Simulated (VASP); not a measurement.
## WS2: single point with LDA

Crystal: WS2.

```xyz
6
Lattice="3.1800 0.0000 0.0000 -1.5900 2.7540 0.0000 0.0000 0.0000 12.5000" Properties=species:S:1:pos:R:3 pbc="T T T"
W     0.0000    1.8360    3.1250
W     1.5900    0.9180    9.3750
S     0.0000    1.8360    7.8125
S     1.5900    0.9180    1.5625
S     0.0000    1.8360   10.9375
S     1.5900    0.9180    4.6875
```

```yaml
Program: VASP 6.6.1
Task: single point
Functional: LDA
Potentials_or_basis: VASP PAW LDA potentials, release 64 (W_sv, S)
Cutoff: 520 eV
k_mesh: 9 × 9 × 2
Occupations: gaussian, width 0.01 eV
Spin: no spin polarisation
```

The pressure is -5.3 GPa and the largest force is 0.311 eV/Å. The band gap on the k mesh is 1.08 eV, indirect (least direct gap 1.73 eV).

Forces on the atoms (eV/Å):
```
W    0.000  0.000  0.000
W    0.000  0.000  0.000
S    0.000  0.000  0.311
S    0.000  0.000  0.311
S    0.000  0.000 -0.311
S    0.000  0.000 -0.311
```

Stress tensor (GPa, compression positive):
```
-5.92  0.00  0.00
 0.00 -5.92  0.00
 0.00  0.00 -4.02
```

Levels at points of the mesh, in eV from the valence-band top:
| k point | band 22 | band 23 | band 24 | band 25 | band 26 | band 27 | band 28 | band 29 | band 30 | band 31 |
| --- | --- | --- | --- | --- | --- | --- | --- | --- | --- | --- |
| (0.00, 0.00, 0.00) | -2.25 | -2.25 | -1.52 | -1.14 | 0.00 | 2.23 | 2.23 | 2.24 | 2.24 | 2.35 |
| (0.00, 0.00, 0.50) | -2.28 | -2.28 | -2.28 | -0.31 | -0.31 | 2.23 | 2.23 | 2.23 | 2.23 | 2.43 |

Run time: 63 s on 1 thread of AMD EPYC 7R13 Processor (Zen 3) (shared host), peak memory 0.19 GiB.

Caveat: spin-orbit coupling is left out, which moves the levels of the heavy elements. A k mesh can miss the band edges.
